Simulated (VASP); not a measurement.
# CdHg2Se3 (P6_3mc) in VASP: notebook

The runs below take CdHg2Se3 through single point, relaxation of cell and atoms, with PBE.

All numbers are computed with VASP 6.6.1; they aren't measurements. Logs are shortened: lines on timing, memory, paths and dates and some standing lists are left out, and cuts for length are marked.

### 1 The cell of the first run

The structure is hexagonal, space group P6_3mc (No. 186). The conventional cell has a = 4.251 Å, b = 4.251 Å, c = 20.812 Å, α = 90.00°, β = 90.00°, γ = 120.00°. Cd (site symmetry 3m) has 4 Se at 2.60 Å within 3.4 Å. Within 3.4 Å of Hg (site symmetry 3m) lie 4 Se at 2.60 Å. Hg (site symmetry 3m) has 4 Se at 2.60 Å within 3.4 Å. Within 3.4 Å of Se (site symmetry 3m) lie 1 Hg at 2.60 Å and 3 Cd at 2.60 Å. Se (site symmetry 3m) has 4 Hg at 2.60 Å within 3.4 Å. Se (site symmetry 3m) has 1 Cd at 2.60 Å and 3 Hg at 2.60 Å within 3.4 Å.

### 2 Single point, PBE

INCAR

```
SYSTEM = CdHg2Se3
PREC = Accurate
ENCUT = 500
EDIFF = 1E-6
ISMEAR = 0
SIGMA = 0.1
LREAL = .False.
LASPH = .True.
NELM = 120
ALGO = Normal
ISIF = 2
LWAVE = .False.
LCHARG = .False.
GGA = PE
NBANDS = 66
GGA_COMPAT = .False.
```

KPOINTS

```
regular mesh
0
Gamma
  6 6 1
  0 0 0
```

POSCAR

```
CdHg2Se3
1.0
    4.2508138400      0.0000000000      0.0000000000
   -2.1254069200      3.6813127700      0.0000000000
    0.0000000000      0.0000000000     20.8121271100
Cd Hg Se
2 4 6
Direct
    0.6666666700      0.3333333300      0.6666666700
    0.3333333300      0.6666666700      0.1666666700
    0.6666666700      0.3333333300      0.0000000000
    0.6666666700      0.3333333300      0.3333333300
    0.3333333300      0.6666666700      0.5000000000
    0.3333333300      0.6666666700      0.8333333300
    0.6666666700      0.3333333300      0.1250000000
    0.6666666700      0.3333333300      0.4583333300
    0.6666666700      0.3333333300      0.7916666700
    0.3333333300      0.6666666700      0.2916666700
    0.3333333300      0.6666666700      0.6250000000
    0.3333333300      0.6666666700      0.9583333300
```

Potentials or basis: VASP PAW PBE potentials, release 64 (Cd, Hg, Se).

Started as:

```console
> cat potpaw_PBE.64/Cd/POTCAR potpaw_PBE.64/Hg/POTCAR potpaw_PBE.64/Se/POTCAR > POTCAR
> mpirun -np 1 vasp_std > vasp.out
```

OUTCAR:

```text
SYSTEM = CdHg2Se3
   PREC = Accurate
   ENCUT = 500
   EDIFF = 1E-6
   ISMEAR = 0
   LREAL = .False.
   LASPH = .True.
   NELM = 120
   ISIF = 2
   GGA = PE

 ion  position               nearest neighbor table
   1  0.667  0.333  0.667-   9 2.60  11 2.60  11 2.60  11 2.60
   2  0.333  0.667  0.167-  10 2.60   7 2.60   7 2.60   7 2.60
   3  0.667  0.333  0.000-   7 2.60  12 2.60  12 2.60  12 2.60
   4  0.667  0.333  0.333-   8 2.60  10 2.60  10 2.60  10 2.60
   5  0.333  0.667  0.500-  11 2.60   8 2.60   8 2.60   8 2.60
   6  0.333  0.667  0.833-  12 2.60   9 2.60   9 2.60   9 2.60
   7  0.667  0.333  0.125-   3 2.60   2 2.60   2 2.60   2 2.60
   8  0.667  0.333  0.458-   4 2.60   5 2.60   5 2.60   5 2.60
   9  0.667  0.333  0.792-   1 2.60   6 2.60   6 2.60   6 2.60
  10  0.333  0.667  0.292-   2 2.60   4 2.60   4 2.60   4 2.60
  11  0.333  0.667  0.625-   5 2.60   1 2.60   1 2.60   1 2.60
  12  0.333  0.667  0.958-   6 2.60   3 2.60   3 2.60   3 2.60

  LATTYP: Found a hexagonal cell.
 ALAT       =     4.2508138400
 C/A-ratio  =     4.8960335346

  Lattice vectors:

 A1 = (   4.2508138400,   0.0000000000,   0.0000000000)
 A2 = (  -2.1254069200,   3.6813127700,   0.0000000000)
 A3 = (   0.0000000000,   0.0000000000,  20.8121271100)

Analysis of symmetry for initial positions (statically):
=====================================================================
 Subroutine PRICEL returns:
 Original cell was already a primitive cell.

 Routine SETGRP: Setting up the symmetry group for a
 hexagonal supercell.

 Subroutine GETGRP returns: Found 12 space group operations
 (whereof  6 operations were pure point group operations)
 out of a pool of 24 trial point group operations.

The static configuration has the point symmetry C_3v.
 The point group associated with its full space group is C_6v.

Analysis of symmetry for dynamics (positions and initial velocities):
=====================================================================
 Subroutine PRICEL returns:
 Original cell was already a primitive cell.

 Routine SETGRP: Setting up the symmetry group for a
 hexagonal supercell.

 Subroutine GETGRP returns: Found 12 space group operations
 (whereof  6 operations were pure point group operations)
 out of a pool of 24 trial point group operations.

The dynamic configuration has the point symmetry C_3v.
 The point group associated with its full space group is C_6v.

 Subroutine INISYM returns: Found 12 space group operations
 (whereof  6 operations are pure point group operations),
 and found     1 'primitive' translations

----------------------------------------------------------------------------------------

                                     Primitive cell

  volume of cell :     325.6801

  direct lattice vectors                    reciprocal lattice vectors
     4.250813840  0.000000000  0.000000000     0.235249069  0.135821114  0.000000000
    -2.125406920  3.681312770  0.000000000     0.000000000  0.271642227  0.000000000
     0.000000000  0.000000000 20.812127110     0.000000000  0.000000000  0.048048909

  length of vectors
     4.250813840  4.250813838 20.812127110     0.271642227  0.271642227  0.048048909

  position of ions in fractional coordinates (direct lattice)
     0.666666670  0.333333330  0.666666670
     0.333333330  0.666666670  0.166666670
     0.666666670  0.333333330  0.000000000
     0.666666670  0.333333330  0.333333330
     0.333333330  0.666666670  0.500000000
     0.333333330  0.666666670  0.833333330
     0.666666670  0.333333330  0.125000000
     0.666666670  0.333333330  0.458333330
     0.666666670  0.333333330  0.791666670
     0.333333330  0.666666670  0.291666670
     0.333333330  0.666666670  0.625000000
     0.333333330  0.666666670  0.958333330

  ion indices of the primitive-cell ions
   primitive index   ion index
                 1           1
                 2           2
                 3           3
                 4           4
                 5           5
                 6           6
                 7           7
                 8           8
                 9           9
                10          10
                11          11
                12          12

----------------------------------------------------------------------------------------

 KPOINTS: regular mesh

Automatic generation of k-mesh.
 Grid dimensions read from file:
 generate k-points for:    6    6    1

 Generating k-lattice:

  Cartesian coordinates                     Fractional coordinates (reciprocal lattice)
     0.039208178  0.022636852  0.000000000     0.166666667 -0.000000000  0.000000000
     0.000000000  0.045273705  0.000000000     0.000000000  0.166666667  0.000000000
     0.000000000  0.000000000  0.048048909     0.000000000  0.000000000  1.000000000

  Length of vectors
     0.045273705  0.045273705  0.048048909

  Shift w.r.t. Gamma in fractional coordinates (k-lattice)
     0.000000000  0.000000000  0.000000000

[... 75 lines left out ...]
  ext. energy  EPLUGINS =         0.00000000
  ---------------------------------------------------
  free energy    TOTEN  =       -26.46333852 eV

  energy without entropy =      -26.45956628  energy(sigma->0) =      -26.46145240

 E-fermi :   1.8693     XC(G=0):  -9.1560

 val. band max:        1.8626134777   @ k =   0.0000   0.0000   0.0000
 cond. band min:       2.9084815931   @ k =   0.0000   0.0000   0.0000
 fundamental gap:      1.0458681154
 Fermi energy:         1.8692758022

 k-point     1 :       0.0000    0.0000    0.0000
  band No.  band energies     occupation
      1     -11.6502      2.00000
      2     -11.5962      2.00000
      3     -11.4268      2.00000
      4     -11.3170      2.00000
      5     -11.1343      2.00000
      6     -11.0796      2.00000
[... 58 lines left out ...]
     65       7.5483      0.00000
     66       7.5602      0.00000

 k-point     2 :       0.1667   -0.0000    0.0000
  band No.  band energies     occupation
      1     -11.5445      2.00000
      2     -11.4968      2.00000
      3     -11.3392      2.00000
      4     -11.2447      2.00000
      5     -11.0774      2.00000
      6     -11.0319      2.00000
[... 58 lines left out ...]
     65       7.0874      0.00000
     66       7.7596      0.00000

 k-point     3 :       0.3333    0.0000    0.0000
  band No.  band energies     occupation
      1     -11.3112      2.00000
      2     -11.2820      2.00000
      3     -11.1555      2.00000
      4     -11.1040      2.00000
      5     -10.9681      2.00000
      6     -10.9470      2.00000
[... 58 lines left out ...]
     65       6.8599      0.00000
     66       7.3371      0.00000

 k-point     4 :       0.5000    0.0000    0.0000
  band No.  band energies     occupation
      1     -11.1736      2.00000
      2     -11.1600      2.00000
      3     -11.0601      2.00000
      4     -11.0417      2.00000
      5     -10.9196      2.00000
      6     -10.9157      2.00000
[... 58 lines left out ...]
     65       6.7725      0.00000
     66       7.5531      0.00000

 k-point     5 :       0.1667    0.1667    0.0000
  band No.  band energies     occupation
      1     -11.3735      2.00000
      2     -11.3386      2.00000
      3     -11.2028      2.00000
      4     -11.1383      2.00000
      5     -10.9947      2.00000
      6     -10.9664      2.00000
[... 58 lines left out ...]
     65       6.7821      0.00000
     66       7.0282      0.00000

 k-point     6 :       0.3333    0.1667    0.0000
  band No.  band energies     occupation
      1     -11.1753      2.00000
      2     -11.1615      2.00000
      3     -11.0613      2.00000
      4     -11.0425      2.00000
      5     -10.9203      2.00000
      6     -10.9162      2.00000
[... 58 lines left out ...]
     65       7.1264      0.00000
     66       7.5451      0.00000

 k-point     7 :       0.3333    0.3333    0.0000
  band No.  band energies     occupation
      1     -11.0925      2.00000
      2     -11.0925      2.00000
      3     -11.0206      2.00000
      4     -11.0206      2.00000
      5     -10.9037      2.00000
      6     -10.9037      2.00000
[... 58 lines left out ...]
     65       7.7073      0.00000
     66       7.8718      0.00000

------------------------ aborting loop because EDIFF is reached ----------------------------------------

  FORCE on cell =-STRESS in cart. coord.  units (eV):
  Direction    XX          YY          ZZ          XY          YZ          ZX
  --------------------------------------------------------------------------------------
  -------------------------------------------------------------------------------------
  Total       13.6539257     13.6539257     14.4266447      0.0000000      0.0000000     -0.0000000
  in kB       67.1702315     67.1702314     70.9716079      0.0000000      0.0000000     -0.0000000
  external PRESSURE =      68.4373569 kB  Pullay stress =       0.0000000 kB

 VOLUME and BASIS-vectors are now :
 -----------------------------------------------------------------------------
  energy-cutoff  :      500.00
  volume of cell :      325.68
      direct lattice vectors                 reciprocal lattice vectors
     4.250813840  0.000000000  0.000000000     0.235249069  0.135821114  0.000000000
    -2.125406920  3.681312770  0.000000000     0.000000000  0.271642227  0.000000000
     0.000000000  0.000000000 20.812127110     0.000000000  0.000000000  0.048048909

 POSITION                                       TOTAL-FORCE (eV/Angst)
 -----------------------------------------------------------------------------------
      2.12541      1.22710     13.87475         0.000000     -0.000000     -0.047371
     -0.00000      2.45421      3.46869        -0.000000     -0.000000     -0.047371
      2.12541      1.22710      0.00000         0.000000      0.000000     -0.005330
      2.12541      1.22710      6.93738         0.000000     -0.000000     -0.025936
     -0.00000      2.45421     10.40606        -0.000000      0.000000     -0.005330
     -0.00000      2.45421     17.34344        -0.000000     -0.000000     -0.025936
      2.12541      1.22710      2.60152         0.000000     -0.000000      0.210039
      2.12541      1.22710      9.53889        -0.000000     -0.000000      0.001157
      2.12541      1.22710     16.47627        -0.000000     -0.000000     -0.132559
     -0.00000      2.45421      6.07020         0.000000     -0.000000     -0.132559
     -0.00000      2.45421     13.00758        -0.000000     -0.000000      0.210039
     -0.00000      2.45421     19.94496         0.000000      0.000000      0.001157
 -----------------------------------------------------------------------------------
    total drift:                               -0.000039      0.000022     -0.002904

  FREE ENERGIE OF THE ION-ELECTRON SYSTEM (eV)
  ---------------------------------------------------
  free  energy   TOTEN  =       -26.4633385189 eV

  energy  without entropy=      -26.4595662767  energy(sigma->0) =      -26.46145240
```

Run time: 5.7 min. Hardware: 1 thread of Intel Xeon 8259CL, shared host; peak memory 0.46 GiB.

What came out:

```
Free energy            : -26.4633 eV
Pressure               : 6.8 GPa
Largest force          : 0.210 eV/Å
Band gap on the k mesh : zero (filled and empty bands touch)
```

Forces on the atoms (eV/Å):
```
Cd   0.000  0.000 -0.047
Cd   0.000  0.000 -0.047
Hg   0.000  0.000 -0.005
Hg   0.000  0.000 -0.026
Hg   0.000  0.000 -0.005
Hg   0.000  0.000 -0.026
Se   0.000  0.000  0.210
Se   0.000  0.000  0.001
Se   0.000  0.000 -0.133
Se   0.000  0.000 -0.133
Se   0.000  0.000  0.210
Se   0.000  0.000  0.001
```

Stress tensor (GPa, compression positive):
```
6.72 0.00 0.00
0.00 6.72 0.00
0.00 0.00 7.10
```

Caveat: the cell stands under pressure; semilocal functionals underestimate gaps, so a narrow gap can read as zero; spin-orbit coupling is left out, which moves the levels of the heavy elements.

### 3 Single point, PBE

This run uses another cell than the first one, of 30.57 Å³/atom.

INCAR

```
SYSTEM = CdHg2Se3
PREC = Accurate ; ENCUT = 500
EDIFF = 1E-6 ; ISMEAR = 0
SIGMA = 0.1 ; LREAL = .False.
LASPH = .True. ; NELM = 120
ALGO = Normal ; ISIF = 2
LWAVE = .False. ; LCHARG = .True.
GGA = PE ; LELF = .True.
LVHAR = .True. ; NBANDS = 66
GGA_COMPAT = .False.
```

KPOINTS is that of step 2.

POSCAR

```
CdHg2Se3
1.0
    4.4213958388      0.0000000000      0.0000000000
   -2.2106979194      3.8290411166      0.0000000000
    0.0000000000      0.0000000000     21.6690268866
Cd Hg Se
2 4 6
Direct
    0.6666666667      0.3333333333      0.6662218677
    0.3333333333      0.6666666667      0.1662218677
    0.6666666667      0.3333333333      0.0006079070
    0.6666666667      0.3333333333      0.3328562916
    0.3333333333      0.6666666667      0.5006079070
    0.3333333333      0.6666666667      0.8328562916
    0.6666666667      0.3333333333      0.1261981207
    0.6666666667      0.3333333333      0.4582903595
    0.6666666667      0.3333333333      0.7908254536
    0.3333333333      0.6666666667      0.2908254536
    0.3333333333      0.6666666667      0.6261981207
    0.3333333333      0.6666666667      0.9582903595
```

Potentials or basis: VASP PAW PBE potentials, release 64 (Cd, Hg, Se).

Started as:

```console
> cat potpaw_PBE.64/Cd/POTCAR potpaw_PBE.64/Hg/POTCAR potpaw_PBE.64/Se/POTCAR > POTCAR
> mpirun -np 1 vasp_std > vasp.out
```

Wall time 6.6 min (1 thread of Intel Xeon 8259CL, shared host); peak memory 0.46 GiB.

It converged, with:

* Free energy: -27.2591 eV
* Pressure: 0.0 GPa
* Largest force: 0.013 eV/Å
* Band gap on the k mesh: zero (filled and empty bands touch)

Forces on the atoms (eV/Å):
```
Cd   0.000  0.000 -0.013
Cd   0.000  0.000 -0.013
Hg   0.000  0.000  0.003
Hg   0.000  0.000 -0.005
Hg   0.000  0.000  0.003
Hg   0.000  0.000 -0.005
Se   0.000  0.000  0.003
Se   0.000  0.000  0.003
Se   0.000  0.000  0.009
Se   0.000  0.000  0.009
Se   0.000  0.000  0.003
Se   0.000  0.000  0.003
```

Levels at points of the mesh, in eV from the Fermi level:
| k point | band 51 | band 52 | band 53 | band 54 | band 55 | band 56 | band 57 | band 58 |
| --- | --- | --- | --- | --- | --- | --- | --- | --- |
| (0.00, 0.00, 0.00) | -0.13 | -0.13 | -0.10 | -0.01 | -0.01 | 0.91 | 1.01 | 1.19 |
| (0.50, 0.00, 0.00) | -1.18 | -1.08 | -1.03 | -0.81 | 1.73 | 2.09 | 2.10 | 2.35 |

Caveat: semilocal functionals underestimate gaps, so a narrow gap can read as zero; spin-orbit coupling is left out, which moves the levels of the heavy elements.

### 4 Relaxation of cell and atoms, PBE

INCAR

```
PREC = Accurate
ENCUT = 500
EDIFF = 1E-7
ISMEAR = 0
SIGMA = 0.1
LREAL = False
LASPH = True
NELM = 120
ALGO = Normal
ISIF = 3
LWAVE = False
LCHARG = False
GGA = PE
IBRION = 2
NSW = 90
EDIFFG = -0.04
GGA_COMPAT = False
NELMIN = 4
```

KPOINTS

```
regular mesh
0
Gamma
  6 6 1
```

POSCAR

```
CdHg2Se3
1.0
    4.2508138400      0.0000000000      0.0000000000
   -2.1254069200      3.6813127700      0.0000000000
    0.0000000000      0.0000000000     20.8121271100
Cd Hg Se
2 4 6
Direct
    0.6666666700      0.3333333300      0.6666666700
    0.3333333300      0.6666666700      0.1666666700
    0.6666666700      0.3333333300      0.0000000000
    0.6666666700      0.3333333300      0.3333333300
    0.3333333300      0.6666666700      0.5000000000
    0.3333333300      0.6666666700      0.8333333300
    0.6666666700      0.3333333300      0.1250000000
    0.6666666700      0.3333333300      0.4583333300
    0.6666666700      0.3333333300      0.7916666700
    0.3333333300      0.6666666700      0.2916666700
    0.3333333300      0.6666666700      0.6250000000
    0.3333333300      0.6666666700      0.9583333300
```

Started as:

```console
> cat potpaw_PBE.64/Cd/POTCAR potpaw_PBE.64/Hg/POTCAR potpaw_PBE.64/Se/POTCAR > POTCAR
> mpirun -np 1 vasp_std > vasp.out
```

It took 29 min on 1 thread of Intel Xeon 8259CL, shared host; peak memory 0.53 GiB.

Results (log left out):

```yaml
Free_energy: -27.2487 eV
Relaxed_volume: 30.47 Å³/atom
Relaxed_cell: a = 4.415 Å, b = 4.415 Å, c = 21.667 Å, α = 90.00°, β = 90.00°, γ = 120.00°
Space_group_after_relaxing_to_0.1_Å: P6_3mc (No. 186)
Energy_gained_by_relaxing: 65.4 meV/atom
Ionic_steps: 6
Pressure_after_relaxing: 0.1 GPa
Largest_force_after_relaxing: 0.039 eV/Å
Band_gap_on_the_k_mesh: zero (filled and empty bands touch)
```

Forces in eV/Å, atoms in the order of the input:
```
Cd   0.000  0.000 -0.019
Cd   0.000  0.000 -0.019
Hg   0.000  0.000  0.039
Hg   0.000  0.000 -0.022
Hg   0.000  0.000  0.039
Hg   0.000  0.000 -0.022
Se   0.000  0.000  0.031
Se   0.000  0.000 -0.001
Se   0.000  0.000 -0.028
Se   0.000  0.000 -0.028
Se   0.000  0.000  0.031
Se   0.000  0.000 -0.001
```

Step by step:
| step | energy change (eV) | largest force (eV/Å) | pressure (GPa) | volume (Å³) |
| --- | --- | --- | --- | --- |
| 1 | 0.0000 | 0.2101 | 6.84 | 325.68 |
| 2 | -0.6897 | 0.0653 | -1.73 | 383.44 |
| 3 | -0.7837 | 0.0887 | 0.02 | 366.49 |
| 4 | -0.7835 | 0.0873 | -0.08 | 367.34 |
| 5 | -0.7848 | 0.0622 | 0.01 | 366.60 |
| 6 | -0.7853 | 0.0389 | 0.12 | 365.68 |

Final structure:
```yaml
crystal:
  lattice:
    - [4.41455, 0.00000, 0.00000]
    - [-2.20728, 3.82311, 0.00000]
    - [0.00000, 0.00000, 21.66711]
  atoms:
    - { symbol: Cd, position: [0.66667, 0.33333, 0.66642] }
    - { symbol: Cd, position: [0.33333, 0.66667, 0.16642] }
    - { symbol: Hg, position: [0.66667, 0.33333, 0.00012] }
    - { symbol: Hg, position: [0.66667, 0.33333, 0.33319] }
    - { symbol: Hg, position: [0.33333, 0.66667, 0.50012] }
    - { symbol: Hg, position: [0.33333, 0.66667, 0.83319] }
    - { symbol: Se, position: [0.66667, 0.33333, 0.12578] }
    - { symbol: Se, position: [0.66667, 0.33333, 0.45831] }
    - { symbol: Se, position: [0.66667, 0.33333, 0.79118] }
    - { symbol: Se, position: [0.33333, 0.66667, 0.29118] }
    - { symbol: Se, position: [0.33333, 0.66667, 0.62578] }
    - { symbol: Se, position: [0.33333, 0.66667, 0.95831] }
```

Levels at points of the mesh, in eV from the Fermi level:
| k point | band 52 | band 53 | band 54 | band 55 | band 56 | band 57 |
| --- | --- | --- | --- | --- | --- | --- |
| (0.00, 0.00, 0.00) | -0.13 | -0.10 | -0.01 | -0.01 | 0.91 | 1.01 |
| (0.50, 0.00, 0.00) | -1.09 | -1.05 | -0.81 | 1.73 | 2.10 | 2.10 |

Caveat: semilocal functionals underestimate gaps, so a narrow gap can read as zero; spin-orbit coupling is left out, which moves the levels of the heavy elements.

### 5 Summary

| task | cell | gap on the mesh (eV) | pressure (GPa) | largest force (eV/Å) |
| --- | --- | --- | --- | --- |
| single point | a = 4.251, b = 4.251, c = 20.812 Å, angles 90.0, 90.0, 120.0°, 12 atoms, atomic positions A | none | 6.8 | 0.21 |
| single point | a = 4.421, b = 4.421, c = 21.669 Å, angles 90.0, 90.0, 120.0°, 12 atoms, atomic positions B | none | 0.0 | 0.01 |
| relaxation of cell and atoms | relaxed from a = 4.251, b = 4.251, c = 20.812 Å, angles 90.0, 90.0, 120.0°, 12 atoms, atomic positions A | none | 0.1 | 0.04 |

Alike in all rows: level PBE; potentials or basis VASP PAW PBE potentials, release 64 (Cd, Hg, Se); no spin polarisation; k mesh 6 × 6 × 1; cutoff (eV) 500; smearing gaussian 0.1 eV.

Caveats: semilocal functionals underestimate gaps, so a narrow gap can read as zero; spin-orbit coupling is left out, which moves the levels of the heavy elements; the cell stands under pressure (at least some runs).

Absolute energies hang on the potentials; compare differences alone.
